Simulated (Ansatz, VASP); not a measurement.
## One calculation of MnS, two programs

```
Mn S
1.0
     0.00000    2.64738    2.64738
     2.64738    0.00000    2.64738
     2.64738    2.64738    0.00000
Mn S
1 1
Direct
  0.00000 0.00000 0.00000
  0.25000 0.25000 0.25000
```

Alike in both runs: task single point; functional PBEsol; k mesh 14 × 14 × 14; occupations gaussian, width 0.1 eV; collinear spin.

```csv
,VASP,Ansatz
version,VASP 6.6.1,Ansatz 0.2.0
potentials or method,"VASP PAW PBE potentials, release 64 (Mn_pv, S), cutoff 520 eV","scalar-relativistic, plane waves, PAW"
valence electrons in the cell,19,21
```

|  | VASP | Ansatz | Ansatz less VASP |
| --- | --- | --- | --- |
| gap on the k mesh at the Fermi level (eV) | none | none | - |
| pressure (GPa) | 3.2 | 2.9 | -0.24 |
| net moment per atom (μB) | 2.06 | 2.06 | -0.003 |
| size of the moment on the site where the two differ most (μB) | 3.74 | 3.50 | -0.242 |

VASP's potentials were made for PBE, not for PBEsol. Site moments also hang on the region over which each program counts them. A gap of «none» marks a metal or a gap that the smearing closes. VASP's potentials hold 19 valence electrons a cell and Ansatz's 21, so a difference there can come from the potentials and not from the codes.
